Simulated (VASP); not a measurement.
# TiO2 (P4_2/mnm) in VASP: a series of runs

Runs on TiO2. Level: PBE. Tasks: single point.

Program: VASP 6.6.1. These are calculated values, not measurements. Logs are shortened: lines on timing, memory, paths and dates and some standing lists are left out, and cuts for length are marked.

## (1) The cell of the first run

Symmetry: P4_2/mnm, No. 136, tetragonal system. Conventional cell: a = 4.788 Å, b = 4.788 Å, c = 2.936 Å, α = 90.00°, β = 90.00°, γ = 90.00°. Within 2.6 Å of Ti (site symmetry mmm) lie 6 O at 1.97 to 2.07 Å. O (site symmetry m2m) has 3 Ti at 1.97 to 2.07 Å within 2.6 Å.

## (2) Single point, PBE (volume 11.219 Å^3 an atom, c/a of the conventional cell 0.6131)

INCAR

```
PREC = Accurate ; ENCUT = 520
EDIFF = 1E-7 ; ISMEAR = 0
SIGMA = 0.05 ; LREAL = False
LASPH = True ; NELM = 80
ALGO = Normal ; ISIF = 2
LWAVE = False ; LCHARG = False
GGA = PE ; NBANDS = 33
```

KPOINTS

```
Automatic mesh
0
Gamma
  8 8 10
```

POSCAR

```
TiO2
1.0
    4.7884103491      0.0000000000      0.0000000000
    0.0000000000      4.7884103491      0.0000000000
    0.0000000000      0.0000000000      2.9357743850
Ti O
2 4
Direct
    0.0000000000      0.0000000000      0.0000000000
    0.5000000000      0.5000000000      0.5000000000
    0.3050970583      0.3050970583      0.0000000000
    0.1949029417      0.8050970583      0.5000000000
    0.6949029417      0.6949029417      0.0000000000
    0.8050970583      0.1949029417      0.5000000000
```

Potentials or basis: VASP PAW PBE potentials, release 64 (Ti_sv, O).

Started as:

```bash
$ cat potpaw_PBE.64/Ti_sv/POTCAR potpaw_PBE.64/O/POTCAR > POTCAR
$ mpirun -np 1 vasp_std > vasp.out
```

OUTCAR:

```text
PREC = Accurate
   ENCUT = 520
   EDIFF = 1E-7
   ISMEAR = 0
   LREAL = False
   LASPH = True
   NELM = 80
   ISIF = 2
   GGA = PE

 ion  position               nearest neighbor table
   1  0.000  0.000  0.000-   4 1.97   6 1.97   4 1.97   6 1.97   5 2.07   3 2.07
   2  0.500  0.500  0.500-   3 1.97   5 1.97   3 1.97   5 1.97   4 2.07   6 2.07
   3  0.305  0.305  0.000-   2 1.97   2 1.97   1 2.07
   4  0.195  0.805  0.500-   1 1.97   1 1.97   2 2.07
   5  0.695  0.695  0.000-   2 1.97   2 1.97   1 2.07
   6  0.805  0.195  0.500-   1 1.97   1 1.97   2 2.07

  LATTYP: Found a simple tetragonal cell.
 ALAT       =     4.7884103491
 C/A-ratio  =     0.6131000000

  Lattice vectors:

 A1 = (   4.7884103491,   0.0000000000,   0.0000000000)
 A2 = (   0.0000000000,   4.7884103491,   0.0000000000)
 A3 = (   0.0000000000,   0.0000000000,   2.9357743850)

Analysis of symmetry for initial positions (statically):
=====================================================================
 Subroutine PRICEL returns:
 Original cell was already a primitive cell.

 Routine SETGRP: Setting up the symmetry group for a
 simple tetragonal supercell.

 Subroutine GETGRP returns: Found 16 space group operations
 (whereof  8 operations were pure point group operations)
 out of a pool of 16 trial point group operations.

The static configuration has the point symmetry D_2h.
 The point group associated with its full space group is D_4h.

Analysis of symmetry for dynamics (positions and initial velocities):
=====================================================================
 Subroutine PRICEL returns:
 Original cell was already a primitive cell.

 Routine SETGRP: Setting up the symmetry group for a
 simple tetragonal supercell.

 Subroutine GETGRP returns: Found 16 space group operations
 (whereof  8 operations were pure point group operations)
 out of a pool of 16 trial point group operations.

The dynamic configuration has the point symmetry D_2h.
 The point group associated with its full space group is D_4h.

 Subroutine INISYM returns: Found 16 space group operations
 (whereof  8 operations are pure point group operations),
 and found     1 'primitive' translations

----------------------------------------------------------------------------------------

                                     Primitive cell

  volume of cell :      67.3140

  direct lattice vectors                    reciprocal lattice vectors
     4.788410349  0.000000000  0.000000000     0.208837574  0.000000000  0.000000000
     0.000000000  4.788410349  0.000000000     0.000000000  0.208837574  0.000000000
     0.000000000  0.000000000  2.935774385     0.000000000  0.000000000  0.340625630

  length of vectors
     4.788410349  4.788410349  2.935774385     0.208837574  0.208837574  0.340625630

  position of ions in fractional coordinates (direct lattice)
     0.000000000  0.000000000  0.000000000
     0.500000000  0.500000000  0.500000000
     0.305097058  0.305097058  0.000000000
     0.194902942  0.805097058  0.500000000
     0.694902942  0.694902942  0.000000000
     0.805097058  0.194902942  0.500000000

  ion indices of the primitive-cell ions
   primitive index   ion index
                 1           1
                 2           2
                 3           3
                 4           4
                 5           5
                 6           6

----------------------------------------------------------------------------------------

 KPOINTS: Automatic mesh

Automatic generation of k-mesh.
 Grid dimensions read from file:
 generate k-points for:    8    8   10

 Generating k-lattice:

  Cartesian coordinates                     Fractional coordinates (reciprocal lattice)
     0.026104697  0.000000000  0.000000000     0.125000000  0.000000000  0.000000000
     0.000000000  0.026104697  0.000000000     0.000000000  0.125000000  0.000000000
     0.000000000  0.000000000  0.034062563     0.000000000  0.000000000  0.100000000

  Length of vectors
     0.026104697  0.026104697  0.034062563

  Shift w.r.t. Gamma in fractional coordinates (k-lattice)
     0.000000000  0.000000000  0.000000000

 Subroutine IBZKPT returns following result:
 ===========================================

 Found     90 irreducible k-points:

 Following reciprocal coordinates:
            Coordinates               Weight
  0.000000  0.000000  0.000000      1.000000
  0.125000  0.000000  0.000000      4.000000
  0.250000  0.000000  0.000000      4.000000
  0.375000  0.000000  0.000000      4.000000
  0.500000  0.000000  0.000000      2.000000
  0.125000  0.125000  0.000000      4.000000
[... 16 lines left out ...]
  0.375000  0.125000  0.100000     16.000000
  0.500000  0.125000  0.100000      8.000000
 [... further k-points ...]
   k-points           NKPTS =     90   k-points in BZ     NKDIM =     90   number of bands    NBANDS=     33
   number of dos      NEDOS =    301   number of ions     NIONS =      6
   total plane-waves  NPLWV =  31104
   dimension x,y,z NGX =    36 NGY =   36 NGZ =   24
   dimension x,y,z NGXF=    72 NGYF=   72 NGZF=   48
   ions per type =               2   4
   NGX,Y,Z   is equivalent  to a cutoff of  12.50, 12.50, 13.59 a.u.
   NGXF,Y,Z  is equivalent  to a cutoff of  25.00, 25.00, 27.18 a.u.
 SYSTEM =  unknown system
   PREC   = accura    normal or accurate (medium, high low for compatibility)
   ISTART =      0    job   : 0-new  1-cont  2-samecut
   ICHARG =      2    charge: 1-file 2-atom 10-const
   ISPIN  =      1    spin polarized calculation?
   LNONCOLLINEAR =      F non collinear calculations
   LSORBIT =      F    spin-orbit coupling
   LASPH  =      T    aspherical Exc in radial PAW
   ENCUT  =  520.0 eV  38.22 Ry    6.18 a.u.   8.90  8.90  5.46*2*pi/ulx,y,z
   NELM   =     80;   NELMIN=  2; NELMDL= -5     # of ELM steps
   EDIFF  = 0.1E-06   stopping-criterion for ELM
   LREAL  =      F    real-space projection
   EDIFFG = 0.1E-05   stopping-criterion for IOM
   NSW    =      0    number of steps for IOM
   IBRION =     -1    ionic relax: 0-MD 1-quasi-New 2-CG
   NFREE  =      0    steps in history (QN), initial steepest desc. (CG)
   ISIF   =      2    stress and relaxation
   ISYM   =      2    0-nonsym 1-usesym 2-fastsym
   POTIM  = 0.5000    time-step for ionic-motion
   TEBEG  =    0.0;   TEEND  =   0.0 temperature during run
   PSTRESS=    0.0 pullay stress
   NELECT =      48.0000    total number of electrons
   NUPDOWN=      -1.0000    fix difference up-down
   EMIN   =  10.00;   EMAX   =-10.00  energy-range for DOS
   EFERMI =   0.00;   METHOD = LEGACY
   ISMEAR =     0;   SIGMA  =   0.05  broadening in eV -4-tet -1-fermi 0-gaus
   EFERMI_NEDOS =   21; number of points for ismear=-14 and -15
   IALGO  =     38    algorithm
   IMIX   =      4    mixing-type and parameters
     AMIX     =   0.40;   BMIX     =  1.00
     AMIX_MAG =   1.60;   BMIX_MAG =  1.00
  volume/ion in A,a.u.               =      11.22        75.71
  Fermi-wavevector in a.u.,A,eV,Ry     =   1.462582  2.763878 29.104834  2.139145
  Thomas-Fermi vector in A             =   2.578778
   LORBIT       =      0    0 simple, 1 ext, 2 COOP (PROOUT), +10 PAW based schemes
   GGA     = PE    functional components
   LHFCALC =     F    Hartree Fock is set to
   AEXX    =    0.0000 exact exchange contribution
   IVDW    =     0    specifies the selected vdW correction
   LEPSILON=     F    determine dielectric tensor
   LRPA    =     F    only Hartree local field effects (RPA)
 non-spin polarized calculation
 Gauss-broadening in eV      SIGMA  =   0.05
  energy-cutoff  :      520.00
  volume of cell :       67.31
 maximum number of plane-waves:      1856
 NGX is ok and might be reduce to    36
   NGX = 17   NGY = 17   NGZ = 11

 number of electron      47.9999971 magnetization

 Free energy of the ion-electron system (eV)
  ---------------------------------------------------
  ext. energy  EPLUGINS =         0.00000000
  ---------------------------------------------------
  free energy    TOTEN  =       -53.55259497 eV

  energy without entropy =      -53.55259497  energy(sigma->0) =      -53.55259497

 E-fermi :   4.2943     XC(G=0): -10.9959

 val. band max:        3.9022378999   @ k =   0.0000   0.0000   0.0000
 cond. band min:       5.6948045045   @ k =   0.0000   0.0000   0.0000
 fundamental gap:      1.7925666046
 Fermi energy:         4.2942658681

 k-point     1 :       0.0000    0.0000    0.0000
  band No.  band energies     occupation
      1     -53.0539      2.00000
      2     -53.0437      2.00000
      3     -29.2976      2.00000
      4     -29.2976      2.00000
      5     -29.1846      2.00000
      6     -29.1846      2.00000
[... 25 lines left out ...]
     32      10.1575      0.00000
     33      10.1696      0.00000

 k-point     2 :       0.1250    0.0000    0.0000
  band No.  band energies     occupation
      1     -53.0536      2.00000
      2     -53.0441      2.00000
      3     -29.2942      2.00000
      4     -29.2939      2.00000
      5     -29.1886      2.00000
      6     -29.1883      2.00000
[... 25 lines left out ...]
     32      10.1185      0.00000
     33      10.5122      0.00000

 k-point     3 :       0.2500    0.0000    0.0000
  band No.  band energies     occupation
      1     -53.0524      2.00000
      2     -53.0452      2.00000
      3     -29.2844      2.00000
      4     -29.2836      2.00000
      5     -29.1996      2.00000
      6     -29.1988      2.00000
[... 25 lines left out ...]
     32      10.0232      0.00000
     33      10.0457      0.00000

 k-point     4 :       0.3750    0.0000    0.0000
  band No.  band energies     occupation
      1     -53.0508      2.00000
      2     -53.0468      2.00000
      3     -29.2710      2.00000
      4     -29.2699      2.00000
      5     -29.2140      2.00000
      6     -29.2129      2.00000
[... 25 lines left out ...]
     32       9.9316      0.00000
     33       9.9439      0.00000

 k-point     5 :       0.5000    0.0000    0.0000
  band No.  band energies     occupation
      1     -53.0488      2.00000
      2     -53.0488      2.00000
      3     -29.2623      2.00000
      4     -29.2623      2.00000
      5     -29.2220      2.00000
      6     -29.2220      2.00000
[... 604 lines left out ...]
 k-point    22 :       0.2500    0.1250    0.1000
  band No.  band energies     occupation
      1     -53.0481      2.00000
      2     -53.0417      2.00000
      3     -29.2862      2.00000
      4     -29.2601      2.00000
      5     -29.2131      2.00000
      6     -29.1846      2.00000
[... 25 lines left out ...]
     32       9.6474      0.00000
     33       9.9735      0.00000

 k-point    23 :       0.3750    0.1250    0.1000
  band No.  band energies     occupation
      1     -53.0466      2.00000
      2     -53.0431      2.00000
      3     -29.2771      2.00000
      4     -29.2529      2.00000
      5     -29.2211      2.00000
      6     -29.1955      2.00000
[... 25 lines left out ...]
     32       9.4951      0.00000
     33       9.8876      0.00000

 k-point    24 :       0.5000    0.1250    0.1000
  band No.  band energies     occupation
      1     -53.0449      2.00000
      2     -53.0449      2.00000
      3     -29.2636      2.00000
      4     -29.2636      2.00000
      5     -29.2103      2.00000
      6     -29.2103      2.00000
[... 25 lines left out ...]
     32       9.2110      0.00000
     33       9.8824      0.00000

 [... further k-points ...]
[... 5 lines left out ...]
  --------------------------------------------------------------------------------------
  -------------------------------------------------------------------------------------
  Total       -4.5059199     -4.5059199     -1.4891867      0.0000000      0.0000000      0.0000000
  in kB     -107.2478636   -107.2478636    -35.4449472      0.0000000      0.0000000      0.0000000
  external PRESSURE =     -83.3135581 kB  Pullay stress =       0.0000000 kB

 VOLUME and BASIS-vectors are now :
 -----------------------------------------------------------------------------
  energy-cutoff  :      520.00
  volume of cell :       67.31
      direct lattice vectors                 reciprocal lattice vectors
     4.788410349  0.000000000  0.000000000     0.208837574  0.000000000  0.000000000
     0.000000000  4.788410349  0.000000000     0.000000000  0.208837574  0.000000000
     0.000000000  0.000000000  2.935774385     0.000000000  0.000000000  0.340625630

 POSITION                                       TOTAL-FORCE (eV/Angst)
 -----------------------------------------------------------------------------------
      0.00000      0.00000      0.00000         0.000000      0.000000      0.000000
      2.39421      2.39421      1.46789         0.000000      0.000000      0.000000
      1.46093      1.46093      0.00000         0.215940      0.215940      0.000000
      0.93328      3.85514      1.46789        -0.215940      0.215940      0.000000
      3.32748      3.32748      0.00000        -0.215940     -0.215940     -0.000000
      3.85514      0.93328      1.46789         0.215940     -0.215940     -0.000000
 -----------------------------------------------------------------------------------
    total drift:                               -0.000000      0.000000     -0.000000

  FREE ENERGIE OF THE ION-ELECTRON SYSTEM (eV)
  ---------------------------------------------------
  free  energy   TOTEN  =       -53.5525949656 eV

  energy  without entropy=      -53.5525949656  energy(sigma->0) =      -53.55259497
```

Wall time 80 s (1 thread of Intel Xeon 6975P-C (Granite Rapids), shared host); peak memory 0.28 GiB.

Results:

```
Free energy            : -53.5526 eV
Pressure               : -8.3 GPa
Largest force          : 0.305 eV/Å
Band gap on the k mesh : 1.79 eV, direct
```

Forces in eV/Å, atoms in the order of the input:
```
Ti   0.000  0.000  0.000
Ti   0.000  0.000  0.000
O    0.216  0.216  0.000
O   -0.216  0.216  0.000
O   -0.216 -0.216  0.000
O    0.216 -0.216  0.000
```

Stress tensor (GPa, compression positive):
```
-10.72   0.00   0.00
  0.00 -10.72   0.00
  0.00   0.00  -3.54
```

Levels at points of the mesh, in eV from the valence-band top:
```tsv
k point	band 21	band 22	band 23	band 24	band 25	band 26	band 27	band 28
(0.00, 0.00, 0.00)	-0.47	-0.36	-0.36	0.00	1.79	2.00	2.51	2.53
(0.50, 0.00, 0.00)	-1.20	-1.20	-0.60	-0.60	2.38	2.38	2.91	2.91
(0.50, 0.50, 0.00)	-0.97	-0.97	-0.96	-0.96	1.80	1.80	2.54	2.54
(0.00, 0.00, 0.50)	-1.84	-1.84	-1.31	-1.31	2.77	2.77	3.32	3.32
(0.50, 0.00, 0.50)	-1.83	-1.83	-0.82	-0.82	1.90	1.90	3.32	3.32
(0.50, 0.50, 0.50)	-1.00	-1.00	-0.63	-0.63	2.50	2.50	3.05	3.05
```

## (3) Single point, PBE (volume 11.219 Å^3 an atom, c/a of the conventional cell 0.5658)

INCAR

```
SYSTEM = TiO2
PREC = Accurate ; ENCUT = 520
EDIFF = 1E-6 ; ISMEAR = 0
SIGMA = 0.05 ; LREAL = .FALSE.
LASPH = .TRUE. ; NELM = 100
ALGO = Normal ; ISIF = 2
LWAVE = .FALSE. ; LCHARG = .TRUE.
GGA = PE ; LELF = .TRUE.
LVHAR = .TRUE. ; NBANDS = 33
```

KPOINTS

```
regular mesh
0
G
  8 8 10
  0 0 0
```

Changes to POSCAR since step 2:

```diff
@@ -2,5 +2,5 @@
 1.0
-    4.7884103491      0.0000000000      0.0000000000
-    0.0000000000      4.7884103491      0.0000000000
-    0.0000000000      0.0000000000      2.9357743850
+    4.9182902157      0.0000000000      0.0000000000
+    0.0000000000      4.9182902157      0.0000000000
+    0.0000000000      0.0000000000      2.7827686040
 Ti O
```

Potentials or basis: VASP PAW PBE potentials, release 64 (Ti_sv, O).

Started as:

```bash
$ cat potpaw_PBE.64/Ti_sv/POTCAR potpaw_PBE.64/O/POTCAR > POTCAR
$ mpirun -np 1 vasp_std > vasp.out
```

It took 84 s on 1 thread of Intel Xeon 6975P-C (Granite Rapids), shared host; peak memory 0.29 GiB.

The run converged. Its results:

```yaml
Free_energy: -53.1368 eV
Pressure: -3.9 GPa
Largest_force: 0.406 eV/Å
Band_gap_on_the_k_mesh: 1.82 eV, indirect (least direct gap 1.85 eV)
```

Forces on the atoms (eV/Å):
```
Ti   0.000  0.000  0.000
Ti   0.000  0.000  0.000
O    0.287  0.287  0.000
O   -0.287  0.287  0.000
O   -0.287 -0.287  0.000
O    0.287 -0.287  0.000
```

Stress tensor (GPa, compression positive):
```
-14.08   0.00   0.00
  0.00 -14.08   0.00
  0.00   0.00  16.49
```

Levels at points of the mesh, in eV from the valence-band top:
```tsv
k point	band 21	band 22	band 23	band 24	band 25	band 26	band 27	band 28
(0.00, 0.00, 0.00)	-0.26	-0.26	-0.10	-0.01	1.84	1.96	3.03	3.03
(0.50, 0.00, 0.00)	-0.57	-0.57	-0.53	-0.53	2.44	2.44	3.31	3.31
(0.50, 0.50, 0.00)	-0.85	-0.85	-0.39	-0.39	1.82	1.82	3.04	3.04
(0.00, 0.00, 0.50)	-1.43	-1.43	-1.23	-1.23	2.98	2.98	3.55	3.55
(0.50, 0.00, 0.50)	-1.74	-1.74	-0.64	-0.64	2.17	2.17	3.80	3.80
(0.50, 0.50, 0.50)	-0.76	-0.76	-0.61	-0.61	2.76	2.76	3.21	3.21
```

[end of part 1 of 2]
